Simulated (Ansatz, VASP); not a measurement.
Mn in VASP and in Ansatz

Contents of INCAR:

```
  PREC = Accurate
  ENCUT = 520
  EDIFF = 1E-7
  ISMEAR = -1
  SIGMA = 0.05
  LREAL = F
  LASPH = T
  NELM = 150
  ALGO = Normal
  ISIF = 2
  LWAVE = F
  LCHARG = T
  ISPIN = 2
  MAGMOM = -0.699 0.699
  LORBIT = 11
  LMAXMIX = 4
  GGA = RP
  LELF = T
  LVHAR = T
  NBANDS = 24
```

KPOINTS

```
regular mesh
0
Gamma
  16 16 9
```

The input POSCAR:

```
Mn
1.0
    2.4974976302      0.0000000000      0.0000000000
   -1.2487488151      2.1628963937      0.0000000000
    0.0000000000      0.0000000000      4.0446465538
Mn
2
Direct
    0.3333333333      0.6666666667      0.2500000000
    0.6666666667      0.3333333333      0.7500000000
```

Input for Ansatz:

```yaml
crystal:
  lattice:
    - [2.4974976302, 0.0, 0.0]
    - [-1.2487488151, 2.1628963937, 0.0]
    - [0.0, 0.0, 4.0446465538]
  atoms:
    - { symbol: Mn, position: [0.3333333333, 0.6666666667, 0.25], spin: -0.699 }
    - { symbol: Mn, position: [0.6666666667, 0.3333333333, 0.75], spin: 0.699 }
hamiltonian:
  xc: rpbe
  pseudopotentials:
    kind: paw
    azcp:
      Mn: "pseudopotentials/Mn.paw.azcp"
basis:
  ecutwfc: 420
  fft_grid_basis: typed
kpoints:
  mp_grid: { grid: [16, 16, 9], shift: [0, 0, 0] }
magnetization:
  spin_polarized: true
scf:
  occupations: { method: fermi_dirac, width: 0.05 }
  lower_state_search: "off"
output:
  stress: true
```

Alike in both runs: task single point; functional RPBE; k mesh 16 × 16 × 9; occupations fermi-dirac, width 0.05 eV; collinear spin.

```csv
,VASP,Ansatz
version,VASP 6.6.1,Ansatz 0.2.0
potentials or method,"VASP PAW PBE potentials, release 64 (Mn_pv), cutoff 520 eV","plane waves (420 eV) with PAW, scalar-relativistic"
valence electrons in the cell,26,30
```

Ansatz gave:

```
pressure (GPa)                                                : 2.7
traceless stress, the component that is largest in VASP (GPa) : 0.58
net moment per atom (μB)                                      : 0.00
size of the moment on the site where the two differ most (μB) : 0.69
```

Task: What did VASP give for the same quantities?

Result: Pressure (GPa): 3.1; traceless stress, the component that is largest in VASP (GPa): 0.61; net moment per atom (μB): 0.00; size of the moment on the site where the two differ most (μB): 0.75.

VASP's potentials were made for PBE, not for RPBE. Site moments also hang on the region over which each program counts them. With one functional, cell and mesh, what is left measures potentials, basis and numerics. VASP's potentials hold 26 valence electrons a cell and Ansatz's 30, so a difference there can come from the potentials and not from the codes.
